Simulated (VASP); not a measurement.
A run of VASP 6.6.1 is set up as follows.

Contents of INCAR:

```
ALGO     = Normal         # electronic algorithm
EDIFF    = 1E-6           # SCF threshold, eV
ENCUT    = 520            # plane-wave cutoff, eV
GGA      = PE             # functional
ISIF     = 2              # what is computed and relaxed
ISMEAR   = 0              # smearing method
LASPH    = T              # aspherical terms in the spheres
LCHARG   = F              # write CHGCAR
LREAL    = F              # projectors in reciprocal space
LWAVE    = F              # write WAVECAR
NBANDS   = 24             # bands
NELM     = 100            # most SCF steps
PREC     = Accurate       # precision mode
SIGMA    = 0.01           # smearing width, eV
```

Contents of KPOINTS:

```
k-points
0
Gamma
  8 8 8
```

The input POSCAR:

```
Ba2SeO
1.0
    2.1352816666      1.2328054450      7.1032797556
   -2.1352816666      1.2328054450      7.1032797556
    0.0000000000     -2.4656108900      7.1032797556
O Se Ba
1 1 2
Direct
    1.0000000000      0.0000000000      0.0000000000
    0.5000000000      0.5000000000      0.5000000000
    0.2637296068      0.2637296068      0.2637296068
    0.7362703932      0.7362703932      0.7362703932
```

Potentials or basis: VASP PAW PBE potentials, release 64 (O, Se, Ba_sv).

Run with:

```console
$ cat potpaw_PBE.64/O/POTCAR potpaw_PBE.64/Se/POTCAR potpaw_PBE.64/Ba_sv/POTCAR > POTCAR
$ mpirun -np 1 vasp_std > vasp.out
```

**Question.** What does it give for the pressure?

**Answer.** 1.5 GPa.

**Question.** Estimate the band gap on the k mesh.

**Answer.** 1.65 eV (least direct gap 1.91 eV).

**Question.** Estimate the largest force.

**Answer.** 0.123 eV/Å.

Forces on the atoms (eV/Å):
```
O    0.000  0.000  0.000
Se   0.000  0.000  0.000
Ba   0.000  0.000 -0.123
Ba   0.000  0.000  0.123
```

Caveat: spin-orbit coupling is left out, which moves the levels of the heavy elements. A k mesh can miss the band edges.
